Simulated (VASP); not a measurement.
Input of a VASP 6.6.1 run:

INCAR

```
ALGO = Normal
EDIFF = 1E-6
ENCUT = 520
GGA = PE
ISIF = 2
ISMEAR = 0
LASPH = T
LCHARG = F
LREAL = F
LWAVE = F
NBANDS = 15
NELM = 100
PREC = Accurate
SIGMA = 0.05
```

Contents of KPOINTS:

```
k-points
0
Gamma
  6 6 6
```

The input POSCAR:

```
KCl
1.0
    0.0000000000      3.0140755000      3.1561000000
    3.2981245000      0.0000000000      3.1561000000
    3.2981245000      3.0140755000      0.0000000000
K Cl
1 1
Direct
    0.0000000000      0.0000000000      0.0000000000
    0.5000000000      0.5000000000      0.5000000000
```

Potentials or basis: VASP PAW PBE potentials, release 64 (K_sv, Cl).

Run with:

```bash
$ cat potpaw_PBE.64/K_sv/POTCAR potpaw_PBE.64/Cl/POTCAR > POTCAR
$ mpirun -np 1 vasp_std > vasp.out
```

Task: Estimate the pressure.

Result: 1.0 GPa.

Task: Predict the band gap on the k mesh.

Result: 5.11 eV, direct.

Stress tensor (GPa, compression positive):
```
-0.59  0.00  0.00
 0.00  2.86  0.00
 0.00  0.00  0.65
```

Caveat: the cell differs from its parent crystal (strain +0.0450 x Voigt [1, -1, 0, 0, 0, 0]).
